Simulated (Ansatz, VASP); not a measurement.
## ZnCu in VASP and in Ansatz

```
Zn Cu
1.0
     2.94500    0.00000    0.00000
     0.00000    2.94500    0.00000
     0.00000    0.00000    2.94500
Zn Cu
1 1
Direct
  0.50000 0.50000 0.50000
  0.00000 0.00000 0.05093
```

Alike in both runs: task single point; functional PBE; k mesh 12 × 12 × 12; occupations gaussian, width 0.05 eV; no spin polarisation.

```csv
,VASP,Ansatz
version,VASP 6.6.1,Ansatz 0.2.0
potentials or method,"VASP PAW PBE potentials, release 64 (Zn, Cu), cutoff 520 eV","scalar-relativistic, plane waves, PAW"
valence electrons in the cell,23,31
```

Ansatz gave:

| Item | Value |
| --- | --- |
| gap on the k mesh at the Fermi level (eV) | none |
| pressure (GPa) | 3.7 |
| traceless stress, the component that is largest in VASP (GPa) | -0.90 |
| rms of the force components (eV/Å) | 0.405 |

Problem. Estimate VASP's values.

Solution. gap on the k mesh at the Fermi level (eV): none; pressure (GPa): 4.2; traceless stress, the component that is largest in VASP (GPa): -0.92; rms of the force components (eV/Å): 0.411.

Atom by atom the forces differ by 0.006 eV/Å (rms over components). A gap of «none» marks a metal or a gap that the smearing closes. With one functional, cell and mesh, what is left measures potentials, basis and numerics. VASP's potentials hold 23 valence electrons a cell and Ansatz's 31, so a difference there can come from the potentials and not from the codes.
